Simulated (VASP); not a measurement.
Set up this calculation in VASP 6.6.1, as the native input.

```yaml
Task: single point
Functional: PBEsol
Potentials_or_basis: VASP PAW PBE potentials, release 64 (Ta_sv_GW, N)
Cutoff: 700 eV
k_mesh: 7 × 7 × 4
Occupations: gaussian, width 0.05 eV
Spin: non-collinear spin, zero start, spin-orbit coupling
Starting_moments: "[[-0.0, -0.0, -0.0], [0.0, 0.0, 0.0], [-0.0, 0.0, 0.0], [-0.0, -0.0, -0.0]] μB"
Hubbard_terms: Ta d U = 5.0 eV
Dipole_correction: no
Further_INCAR_settings: ALGO = Normal; EDIFF = 1e-06; NBANDS = 50
```

The structure of TaN lies in POSCAR:

```
TaN
1.0
    2.9380011100      0.0000000000      0.0000000000
   -1.4690005500      2.5443836000      0.0000000000
    0.0000000000      0.0000000000      5.7660044200
Ta N
2 2
Direct
    0.3333333333      0.6666666667      0.2500000000
    0.3333333333      0.6666666667      0.7500000000
    0.0000000000      0.0000000000      0.0000000000
    0.0000000000      0.0000000000      0.5000000000
```

These files were run (other wordings do the same):

INCAR

```
SYSTEM = TaN
PREC     = Accurate       ! precision mode
ENCUT    = 700            ! plane-wave cutoff, eV
EDIFF    = 1E-6           ! SCF threshold, eV
ISMEAR   = 0              ! smearing method
SIGMA    = 0.05           ! smearing width, eV
LREAL    = .False.        ! projectors in reciprocal space
LASPH    = .True.         ! aspherical terms in the spheres
NELM     = 200            ! most SCF steps
ALGO     = Normal         ! electronic algorithm
ISIF     = 2              ! what is computed and relaxed
LWAVE    = .False.        ! write WAVECAR
LCHARG   = .True.         ! write CHGCAR
MAGMOM   = 0 0 0 0 0 0 0 0 0 0 0 0 ! initial moments
LORBIT   = 11             ! projections on sites
LSORBIT  = .True.         ! spin-orbit coupling
GGA_COMPAT= .False.      
LORBMOM  = .True.       
LMAXMIX  = 4              ! l up to which the mixer works
LDAU     = .True.         ! DFT+U
LDAUTYPE = 2            
LDAUL    = 2 -1           ! shell
LDAUU    = 5 0            ! U, eV
LDAUJ    = 0 0          
LDAUPRINT= 1            
GGA      = PS             ! functional
LVHAR    = .True.       
NBANDS   = 50             ! bands
```

KPOINTS

```
Automatic mesh
0
Gamma
  7 7 4
  0 0 0
```

Potentials or basis: VASP PAW PBE potentials, release 64 (Ta_sv_GW, N).

The run is started by

```console
$ cat potpaw_PBE.64/Ta_sv_GW/POTCAR potpaw_PBE.64/N/POTCAR > POTCAR
$ mpirun -np 1 vasp_ncl > vasp.out
```

It gave:

```
Pressure                                              : 12.2 GPa
Net moment                                            : 0.00 μB per cell
Valence electrons inside the program's atomic spheres : Ta 11.67; N 3.72
```

Caveat: the cell stands under pressure; the PAW data sets were made with another functional, which shifts forces and pressure a little.

Wall time 4.2 min on 1 thread of Intel(R) Xeon(R) Platinum 8559C (Emerald Rapids), on a shared host, peak memory 0.44 GiB.
